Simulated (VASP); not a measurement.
Rh: single point with LDA

The system is Rh.

```
Rh
1.0
     2.73098    0.00000    0.00000
    -1.36549    2.36510    0.00000
     0.00000    0.00000    4.42849
Rh
2
Direct
  0.33333 0.66667 0.25000
  0.66667 0.33333 0.75000
```

```json
{
  "Program": "VASP 6.6.1",
  "Task": "single point",
  "Functional": "LDA",
  "Potentials or basis": "VASP PAW LDA potentials, release 64 (Rh_pv)",
  "Cutoff": "520 eV",
  "k mesh": "11 × 11 × 6",
  "Occupations": "fermi-dirac, width 0.05 eV",
  "Spin": "no spin polarisation",
  "Dipole correction": "no",
  "Further INCAR settings": "ALGO = Fast; EDIFF = 1e-06; NBANDS = 22"
}
```

```
Pressure               : -18.6 GPa
Band gap on the k mesh : zero (band 15 reaches 11.66 eV, above the bottom of band 16 at 9.44 eV)
```

Stress tensor (GPa, compression positive):
```
-18.13   0.00   0.00
  0.00 -18.13   0.00
  0.00   0.00 -19.59
```

Levels at points of the mesh, in eV from the Fermi level:
```csv
k point,band 13,band 14,band 15,band 16,band 17,band 18
"(0.00, 0.00, 0.00)",-2.38,-1.78,-1.78,0.14,0.14,0.72
"(0.00, 0.00, 0.50)",-2.97,-2.97,-0.41,-0.41,-0.41,-0.41
```

Wall time 19 s on 1 thread of Intel(R) Xeon(R) Platinum 8375C CPU @ 2.90GHz (Ice Lake) (shared host), peak memory 0.14 GiB.
